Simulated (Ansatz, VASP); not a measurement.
NaH in VASP and in Ansatz

```
Na H
1.0
     3.95331    0.00000    0.00000
    -1.97665    3.42366    0.00000
     0.00000    0.00000    4.82832
Na H
2 2
Direct
  0.33333 0.66667 0.25000
  0.66667 0.33333 0.75000
  0.66667 0.33333 0.25000
  0.33333 0.66667 0.75000
```

Alike in both runs: task single point; functional PBE; k mesh 12 × 12 × 6; no spin polarisation.

|  | VASP | Ansatz |
| --- | --- | --- |
| version | VASP 6.6.1 | Ansatz 0.2.0 |
| potentials or method | VASP PAW PBE potentials, release 64 (Na_pv, H) | plane waves, PAW |
| plane-wave cutoff (eV) | 520 | 420 |
| occupations | gaussian, width 0.01 eV | fixed |
| valence electrons in the cell | 16 | 20 |

```tsv
	VASP	Ansatz	Ansatz less VASP
gap on the k mesh at the Fermi level (eV)	3.33	3.33	-0.001
pressure (GPa)	0.3	0.4	+0.03
traceless stress, the component that is largest in VASP (GPa)	0.07	0.08	+0.003
```

VASP's potentials hold 16 valence electrons a cell and Ansatz's 20, so a difference there can come from the potentials and not from the codes.
